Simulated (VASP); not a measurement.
A run of VASP 6.6.1:

File INCAR:

```
SYSTEM = C
PREC = Accurate ; ENCUT = 600
EDIFF = 1E-6 ; ISMEAR = 0
SIGMA = 0.1 ; LREAL = .False.
LASPH = .True. ; NELM = 120
ALGO = Normal ; ISIF = 2
LWAVE = .False. ; LCHARG = .True.
LELF = .True. ; LVHAR = .True.
NBANDS = 16 ; GGA_COMPAT = .False.
```

The input KPOINTS:

```
Automatic mesh
0
Gamma
  8 6 8
  0 0 0
```

POSCAR

```
C
1.0
    2.5145732064      0.0000000000      0.0000000000
    0.0000000000      3.5561435320      0.0000000000
    0.0000000000      0.0000000000      2.4767627798
C
4
Direct
    0.0000000000      0.0000000000      0.0000000000
    0.5000000000      0.5000000000      0.5000000000
    0.0000000000      0.2500000000      0.5000000000
    0.5000000000      0.7500000000      0.0000000000
```

Potentials or basis: VASP PAW LDA potentials, release 64 (C).

Run with:

```console
$ cat potpaw_LDA.64/C/POTCAR > POTCAR
$ mpirun -np 1 vasp_std > vasp.out
```

Hardware: 1 thread of AMD EPYC 7R13 Processor (Zen 3), with other jobs on the host.

Problem. How long does it take, and how much memory?

Solution. Run time: 18 s on 1 thread of AMD EPYC 7R13 Processor (Zen 3), on a shared host, peak memory 0.11 GiB. Counts: scf iterations 11, k points 100.
